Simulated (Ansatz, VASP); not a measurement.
## SnO: VASP beside Ansatz

```xyz
4
Lattice="3.5911 0.0000 0.0000 0.0000 3.5911 0.0000 0.0000 0.0000 4.4691" Properties=species:S:1:pos:R:3 pbc="T T T"
Sn    0.0000    1.7955    1.0983
Sn    1.7955    0.0000    3.3708
O     0.0000    0.0000    0.0000
O     1.7955    1.7955    0.0000
```

Alike in both runs: task single point; functional LDA; k mesh 10 × 10 × 8; occupations gaussian, width 0.15 eV; no spin polarisation.

```csv
,VASP,Ansatz
version,VASP 6.6.1,Ansatz 0.2.0
potentials or method,"VASP PAW LDA potentials, release 64 (Sn_d, O), cutoff 520 eV","scalar-relativistic, plane waves, PAW"
valence electrons in the cell,40,40
```

```csv
,VASP,Ansatz,Ansatz less VASP
gap on the k mesh at the Fermi level (eV),none,none,-
pressure (GPa),20.4,19.7,-0.71
"traceless stress, the component that is largest in VASP (GPa)",-3.16,-3.16,-0.002
rms of the force components (eV/Å),1.038,0.969,-0.0691
```

LDA's correlation is that of Perdew and Zunger in VASP and of Perdew and Wang (1992) in Ansatz. Atom by atom the forces differ by 0.069 eV/Å (rms over components). A gap of «none» marks a metal or a gap that the smearing closes.
